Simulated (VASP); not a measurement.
A run of VASP 6.6.1:

Contents of POSCAR:

```
Ir
1.0
    0.0000000000      1.9221589938      1.9221589938
    1.9221589938      0.0000000000      1.9221589938
    1.9221589938      1.9221589938      0.0000000000
Ir
1
Direct
    0.0000000000      0.0000000000      0.0000000000
```

File INCAR.step1:

```
SYSTEM = Ir
  ALGO = Normal
  EDIFF = 1E-4
  ENCUT = 520
  GGA = PE
  ISMEAR = 0
  LASPH = .TRUE.
  LCHARG = .FALSE.
  LREAL = .FALSE.
  LWAVE = .TRUE.
  NBANDS = 10
  NELM = 60
  PREC = Accurate
  SIGMA = 0.05
```

Contents of INCAR.step2:

```
SYSTEM = Ir
  ALGO = Normal
  EDIFF = 1E-6
  ENCUT = 520
  ISIF = 2
  ISMEAR = 0
  ISTART = 1
  LASPH = .TRUE.
  LCHARG = .FALSE.
  LMIXTAU = .TRUE.
  LREAL = .FALSE.
  LWAVE = .FALSE.
  METAGGA = R2SCAN
  NBANDS = 10
  NELM = 60
  PREC = Accurate
  SIGMA = 0.05
```

File KPOINTS:

```
k-points
0
G
  18 18 18
  0 0 0
```

Potentials or basis: VASP PAW PBE potentials, release 64 (Ir).

Launch:

```sh
$ cat potpaw_PBE.64/Ir/POTCAR > POTCAR
$ cp INCAR.step1 INCAR
$ mpirun -np 1 vasp_std > vasp.out
$ cp INCAR.step2 INCAR
$ mpirun -np 1 vasp_std > vasp.out
```

Hardware: 1 thread of AMD EPYC 7R13, on a shared host.

**Question.** Estimate the wall time of this run.

**Answer.** Wall time 3 min on 1 thread of AMD EPYC 7R13 (shared host), peak memory 0.12 GiB. Counts: k points 195.
